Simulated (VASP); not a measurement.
Write the native input for VASP 6.6.1 that does the following.

* Task: single point
* Functional: PBE
* Potentials or basis: VASP PAW PBE potentials, release 64 (Ge_d, Mo_sv)
* Cutoff: 520 eV
* k mesh: 6 × 6 × 6
* Occupations: gaussian, width 0.1 eV
* Spin: no spin polarisation
* Dipole correction: no
* Further INCAR settings: ALGO = Fast; EDIFF = 1e-07; NBANDS = 28

The structure of GeMo2 lies in POSCAR:

```
GeMo2
1.0
    0.0000000000      2.9735457677      2.9735457677
    2.9735457677      0.0000000000      2.9735457677
    2.9735457677      2.9735457677      0.0000000000
Ge Mo
1 2
Direct
    0.5000000000      0.5000000000      0.5000000000
    0.2500000000      0.2500000000      0.2500000000
    0.7500000000      0.7500000000      0.7500000000
```

The input as run:

INCAR

```
SYSTEM = GeMo2
  PREC = Accurate
  ENCUT = 520
  EDIFF = 1E-7
  ISMEAR = 0
  SIGMA = 0.1
  LREAL = .FALSE.
  LASPH = .TRUE.
  NELM = 100
  ALGO = Fast
  ISIF = 2
  LWAVE = .FALSE.
  LCHARG = .TRUE.
  GGA = PE
  LELF = .TRUE.
  LVHAR = .TRUE.
  NBANDS = 28
```

KPOINTS

```
Automatic mesh
0
G
  6 6 6
  0 0 0
```

Potentials or basis: VASP PAW PBE potentials, release 64 (Ge_d, Mo_sv).

Command:

```bash
$ cat potpaw_PBE.64/Ge_d/POTCAR potpaw_PBE.64/Mo_sv/POTCAR > POTCAR
$ mpirun -np 1 vasp_std > vasp.out
```

Results of the run:

| Item | Value |
| --- | --- |
| Pressure | 0.4 GPa |
| Band gap on the k mesh | zero (band 21 reaches 11.18 eV, above the bottom of band 22 at 9.15 eV) |

Wall time 33 s on 1 thread of AMD EPYC 7R43 64-Core Processor (Zen 3), with other jobs on the host, peak memory 0.14 GiB.
